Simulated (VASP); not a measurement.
**Tl: single point with PBE**

Crystal: Tl.

```xyz
2
Lattice="3.5903 0.0000 0.0000 -1.7951 3.1093 0.0000 0.0000 0.0000 5.6419" Properties=species:S:1:pos:R:3 pbc="T T T"
Tl    0.0000    2.0729    1.4105
Tl    1.7951    1.0364    4.2315
```

```yaml
Program: VASP 6.6.1
Task: single point
Functional: PBE
Potentials_or_basis: VASP PAW PBE potentials, release 64 (Tl_d)
Cutoff: 520 eV
k_mesh: 10 × 10 × 6
Occupations: fermi-dirac, width 0.1 eV
Spin: no spin polarisation
```

The pressure is -0.1 GPa and the band gap on the k mesh is zero (bands 13 and 14 overlap by 5.28 eV).

Stress tensor (GPa, compression positive):
```
-0.19  0.00  0.00
 0.00 -0.19  0.00
 0.00  0.00  0.14
```

Levels at points of the mesh, in eV from the Fermi level:
```tsv
k point	band 11	band 12	band 13	band 14	band 15	band 16
(0.00, 0.00, 0.00)	-9.47	-5.05	-2.45	7.12	7.12	9.04
(0.50, 0.00, 0.00)	-5.81	-4.68	-0.75	0.60	1.30	3.52
(0.00, 0.00, 0.50)	-8.14	-8.14	3.21	3.21	8.04	8.04
(0.50, 0.00, 0.50)	-4.86	-4.86	-2.01	-2.01	5.07	5.07
```

Run time: 78 s on 1 thread of Intel Xeon 8259CL, on a shared host, peak memory 0.21 GiB.

Caveat: spin-orbit coupling is left out, which moves the levels of the heavy elements.
